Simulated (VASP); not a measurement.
Here is a VASP 6.6.1 calculation.

INCAR

```
PREC = Accurate
ENCUT = 600
EDIFF = 1E-7
ISMEAR = 0
SIGMA = 0.1
LREAL = F
LASPH = T
NELM = 100
ALGO = Normal
ISIF = 3
LWAVE = F
LCHARG = F
GGA = PE
IBRION = 2
NSW = 100
EDIFFG = -0.01
```

KPOINTS

```
Automatic mesh
0
Gamma
  12 12 6
```

The input POSCAR:

```
Si4IrPt
1.0
    3.8859644136      0.0000000000      0.0000000000
   -1.9429822068      3.3653439004      0.0000000000
    0.0000000000      0.0000000000      7.4349231499
Si Ir Pt
4 1 1
Direct
    0.0000000000      0.0000000000      0.6689063592
    0.6666666667      0.3333333333      0.8372940413
    0.6666666667      0.3333333333      0.1627059587
    0.0000000000      0.0000000000      0.3310936408
    0.0000000000      0.0000000000      0.0000000000
    0.6666666667      0.3333333333      0.5000000000
```

Potentials or basis: VASP PAW PBE potentials, release 64 (Si, Ir, Pt).

Run with:

```sh
$ cat potpaw_PBE.64/Si/POTCAR potpaw_PBE.64/Ir/POTCAR potpaw_PBE.64/Pt/POTCAR > POTCAR
$ mpirun -np 1 vasp_std > vasp.out
```

(1) Estimate the relaxed cell.

(2) Predict the band gap on the k mesh.

Answers

(1) a = 3.887 Å, b = 3.887 Å, c = 7.408 Å, α = 90.00°, β = 90.00°, γ = 120.00°.

(2) zero (an odd number of electrons rules out a gap without spin polarisation).

Caveat: spin-orbit coupling is left out, which moves the levels of the heavy elements; an odd number of electrons without spin polarisation forces a metal; a magnetic or distorted state may lie lower.
